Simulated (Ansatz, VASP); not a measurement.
## Two plane-wave programs on ZrB2

```xyz
3
Lattice="3.3892 0.0000 0.0000 0.0000 3.3892 0.0000 0.0000 0.0000 3.1907" Properties=species:S:1:pos:R:3 pbc="T T T"
Zr    1.6946    1.6946    0.0000
B     0.0000    0.0000    1.5954
B     0.0000    0.0000    0.0000
```

Alike in both runs: functional PBE; k mesh 6 × 6 × 6; occupations gaussian, width 0.2 eV; no spin polarisation.

Ansatz relaxed the structure, and its values are those at the end. VASP's run is a single point on that final structure, the one shown.

|  | VASP | Ansatz |
| --- | --- | --- |
| version | VASP 6.6.1 | Ansatz 0.2.0 |
| potentials or method | VASP PAW PBE potentials, release 64 (Zr_sv, B), cutoff 500 eV | scalar-relativistic, plane waves, PAW |
| valence electrons in the cell | 18 | 18 |

Ansatz gave:

| Item | Value |
| --- | --- |
| gap on the k mesh at the Fermi level (eV) | none |
| pressure (GPa) | -0.1 |

**Question.** What did VASP give for the same quantities?

**Answer.** gap on the k mesh at the Fermi level (eV): none; pressure (GPa): 0.1.

A gap of «none» marks a metal or a gap that the smearing closes.
